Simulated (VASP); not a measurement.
Here is a VASP 6.6.1 calculation.

File INCAR:

```
ALGO = Normal ; EDIFF = 1E-6
ENCUT = 520 ; GGA = PS
ISIF = 2 ; ISMEAR = 0
LASPH = True ; LCHARG = False
LREAL = Auto ; LWAVE = False
NBANDS = 90 ; NELM = 100
PREC = Accurate ; SIGMA = 0.1
```

The input KPOINTS:

```
k-points
0
Gamma
  6 6 2
```

POSCAR

```
ScAl15N16
1.0
   -3.1391488961     -5.4371653806      0.0000000000
    6.2782977922      0.0000000000      0.0000000000
    0.0000000000      0.0000000000     10.0108828957
Sc Al N
1 15 16
Direct
    0.1666666667      0.8333333333     -0.0026624472
    0.1666666667      0.8333333333      0.4994027439
    0.1688483421      0.3344241711     -0.0013305030
    0.1653869953      0.3326934977      0.4996379350
    0.6655758289      0.8311516579     -0.0013305030
    0.6673065023      0.8346130047      0.4996379350
    0.6655758289      0.3344241711     -0.0013305030
    0.6673065023      0.3326934977      0.4996379350
    0.3344561160      0.1689122321      0.2530700558
    0.3353385866      0.1706771731      0.7465979832
    0.3344561160      0.6655438840      0.2530700558
    0.3353385866      0.6646614134      0.7465979832
    0.8333333333      0.1666666667      0.2486668357
    0.8333333333      0.1666666667      0.7493038197
    0.8310877679      0.6655438840      0.2530700558
    0.8293228269      0.6646614134      0.7465979832
    0.1666666667      0.8333333333      0.2040145253
    0.1666666667      0.8333333333      0.6926333654
    0.1674665470      0.3337332735      0.1907669665
    0.1644817083      0.3322408541      0.6889864273
    0.6662667265      0.8325334530      0.1907669665
    0.6677591459      0.8355182917      0.6889864273
    0.6662667265      0.3337332735      0.1907669665
    0.6677591459      0.3322408541      0.6889864273
    0.3341219542      0.1682439083      0.4431548002
    0.3428940423      0.1857880845      0.9351370582
    0.3341219542      0.6658780458      0.4431548002
    0.3428940423      0.6571059577      0.9351370582
    0.8333333333      0.1666666667      0.4392353150
    0.8333333333      0.1666666667      0.9413436729
    0.8317560917      0.6658780458      0.4431548002
    0.8142119155      0.6571059577      0.9351370582
```

Potentials or basis: VASP PAW PBE potentials, release 64 (Sc_sv, Al, N).

Run with:

```sh
$ cat potpaw_PBE.64/Sc_sv/POTCAR potpaw_PBE.64/Al/POTCAR potpaw_PBE.64/N/POTCAR > POTCAR
$ mpirun -np 1 vasp_std > vasp.out
```

Question: Estimate the band gap on the k mesh.

Answer: 4.03 eV.

Question: Estimate the pressure.

Answer: 0.0 GPa.

Forces on the atoms (eV/Å):
```
Sc   0.000  0.000 -0.011
Al   0.000  0.000 -0.002
Al   0.000 -0.003  0.016
Al   0.000  0.006  0.005
Al  -0.003  0.002  0.016
Al   0.005 -0.003  0.005
Al   0.003  0.002  0.016
Al  -0.005 -0.003  0.005
Al  -0.020  0.011 -0.012
Al   0.006 -0.003 -0.016
Al   0.020  0.011 -0.012
Al  -0.006 -0.003 -0.016
Al   0.000  0.000 -0.014
Al   0.000  0.000  0.024
Al   0.000 -0.023 -0.012
Al   0.000  0.007 -0.016
N    0.000  0.000  0.050
N    0.000  0.000 -0.011
N    0.000  0.001  0.001
N    0.000  0.006 -0.002
N    0.001 -0.001  0.001
N    0.006 -0.003 -0.002
N   -0.001 -0.001  0.001
N   -0.006 -0.003 -0.002
N    0.005 -0.003  0.005
N    0.033 -0.019 -0.011
N   -0.005 -0.003  0.005
N   -0.033 -0.019 -0.011
N    0.000  0.000  0.002
N    0.000  0.000  0.002
N    0.000  0.006  0.005
N    0.000  0.039 -0.011
```

Caveat: the PAW data sets were made with another functional, which shifts forces and pressure a little. A k mesh can miss the band edges.
